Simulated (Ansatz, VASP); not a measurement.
**One calculation of CoSbH4, two programs**

```
Co Sb H
1.0
     2.75397    0.00000    0.00000
     0.00000    2.75397    0.00000
     0.00000    0.00000    9.12146
Co Sb H
1 1 4
Direct
  0.50000 0.50000 0.50000
  0.00000 0.00000 0.00000
  0.50000 0.00000 0.60236
  0.00000 0.50000 0.39764
  0.50000 0.00000 0.39764
  0.00000 0.50000 0.60236
```

Change from the starting cell: species swapped into the NbVH4 type (P4/mmm, No. 123).

Alike in both runs: functional PBE; k mesh 12 × 12 × 4; occupations gaussian, width 0.1 eV; no spin polarisation.

Ansatz relaxed the structure, and its values are those at the end. VASP's run is a single point on that final structure, the one shown.

```csv
,VASP,Ansatz
version,VASP 6.6.1,Ansatz 0.2.0
potentials or method,"VASP PAW PBE potentials, release 64 (Co, Sb, H), cutoff 520 eV","scalar-relativistic, plane waves, PAW"
valence electrons in the cell,18,36
```

|  | VASP | Ansatz | Ansatz less VASP |
| --- | --- | --- | --- |
| gap on the k mesh at the Fermi level (eV) | none | none | - |
| pressure (GPa) | -0.1 | 0.0 | +0.10 |

A gap of «none» marks a metal or a gap that the smearing closes. VASP's potentials hold 18 valence electrons a cell and Ansatz's 36, so a difference there can come from the potentials and not from the codes.

Neither program's run includes spin-orbit coupling.
